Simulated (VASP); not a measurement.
Wanted: the native input for a VASP 6.6.1 run.

```
Task                   : relaxation of cell and atoms
Functional             : LDA
Potentials or basis    : VASP PAW LDA potentials, release 64 (Br)
Cutoff                 : 500 eV
k mesh                 : 16 × 16 × 16
Occupations            : fermi-dirac, width 0.1 eV
Spin                   : no spin polarisation
Target pressure        : 79 GPa
Dipole correction      : no
Further INCAR settings : ALGO = Normal; EDIFF = 1e-07; IBRION = 2; EDIFFG = -0.005; NSW = 60; ISIF = 3
```

The structure of Br lies in POSCAR:

```
Br
1.0
    0.0000000000      1.9086761404      1.9086761404
    1.9086761404      0.0000000000      1.9086761404
    1.9086761404      1.9086761404      0.0000000000
Br
1
Direct
    0.0000000000      0.0000000000      0.0000000000
```

One way to write it, as run:

INCAR

```
PREC = Accurate
ENCUT = 500
EDIFF = 1E-7
ISMEAR = -1
SIGMA = 0.1
LREAL = False
LASPH = True
NELM = 120
ALGO = Normal
ISIF = 3
LWAVE = False
LCHARG = False
IBRION = 2
NSW = 60
EDIFFG = -0.005
PSTRESS = 790.0
GGA_COMPAT = False
NELMIN = 4
```

KPOINTS

```
Automatic mesh
0
Gamma
  16 16 16
```

Potentials or basis: VASP PAW LDA potentials, release 64 (Br).

Command:

```console
$ cat potpaw_LDA.64/Br/POTCAR > POTCAR
$ mpirun -np 1 vasp_std > vasp.out
```

Results of the run:

| Quantity | Value |
| --- | --- |
| Relaxed volume | 13.94 Å³/atom |
| Relaxed cell | a = 2.701 Å, b = 2.701 Å, c = 2.701 Å, α = 60.00°, β = 60.00°, γ = 60.00° |
| Space group after relaxing (to 0.05 Å) | Fm-3m (No. 225) |
| Energy change on relaxing (the enthalpy is what falls) | -14.8 meV/atom |
| Ionic steps | 3 |
| Pressure after relaxing | 79.0 GPa |

Caveat: the cell is relaxed towards a set pressure, so the enthalpy falls and the energy may rise; an odd number of electrons without spin polarisation forces a metal; a magnetic or distorted state may lie lower.

Wall time 20 s on 1 thread of Intel(R) Xeon(R) Platinum 8259CL CPU @ 2.50GHz (Skylake/Cascade Lake) (shared host), peak memory 0.13 GiB.
